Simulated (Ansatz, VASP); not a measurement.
## One calculation of PbSe, two programs

The input POSCAR:

```
PbSe
1.0
    0.0000000000      3.1050000000      3.1050000000
    3.1050000000      0.0000000000      3.1050000000
    3.1050000000      3.1050000000      0.0000000000
Pb Se
1 1
Direct
    0.0000000000      0.0000000000      0.0000000000
    0.5000000000      0.5000000000      0.5000000000
```

Contents of INCAR.step1:

```
ALGO = Normal
EDIFF = 1E-5
ENCUT = 520
GGA = PE
ISIF = 2
ISMEAR = -1
LASPH = T
LCHARG = F
LREAL = F
LWAVE = T
NBANDS = 17
NELM = 60
PREC = Accurate
SIGMA = 0.02
```

INCAR.step2

```
ALGO = Normal
EDIFF = 1E-7
ENCUT = 520
GGA = PE
HFSCREEN = 0.2079
ISIF = 2
ISMEAR = -1
ISTART = 1
LASPH = T
LCHARG = F
LHFCALC = T
LREAL = F
LWAVE = F
NBANDS = 17
NELM = 60
PREC = Accurate
PRECFOCK = Normal
SIGMA = 0.02
```

KPOINTS

```
k-points
0
Gamma
  6 6 6
```

Input for Ansatz:

```yaml
crystal:
  lattice:
    - [0, 3.105, 3.105]
    - [3.105, 0, 3.105]
    - [3.105, 3.105, 0]
  atoms:
    - { symbol: Pb, position: [0, 0, 0] }
    - { symbol: Se, position: [0.5, 0.5, 0.5] }
kpoints:
  mp_grid: { grid: [6, 6, 6] }
hamiltonian:
  xc: hse06
  pseudopotentials:
    kind: paw
    azcp:
      Pb: "pseudopotentials/pbe/paw/ansatz_paw_generated_hard_1/Pb.paw.azcp"
      Se: "pseudopotentials/pbe/paw/ansatz_paw_generated_hard_1/Se.paw.azcp"
scf:
  occupations: { method: fermi_dirac, width: 0.02 }
  convergence: { dr2_threshold: "1e-10 eV" }
  exx: { energy_threshold: "2e-8 eV", singularity: regularized }
  n_bands: 35
output:
  forces: true
  stress: true
  eigenvalues: true
```

Alike in both runs: task single point; functional HSE06; k mesh 6 × 6 × 6; occupations fermi-dirac, width 0.02 eV; no spin polarisation.

```csv
,VASP,Ansatz
version,VASP 6.6.1,Ansatz 0.2.0 development build
potentials or method,"VASP PAW PBE potentials, release 64 (Pb_d, Se)","plane waves, PAW datasets (generated hard set"
plane-wave cutoff (eV),520,700
valence electrons in the cell,20,38
```

Ansatz gave:

```
gap on the k mesh at the Fermi level (eV) : 0.85
```

Problem. Which values does VASP return?

Solution. gap on the k mesh at the Fermi level (eV): 0.86.

VASP's potentials hold 20 valence electrons a cell and Ansatz's 38, so a difference there can come from the potentials and not from the codes.

Spin-orbit coupling is off throughout.
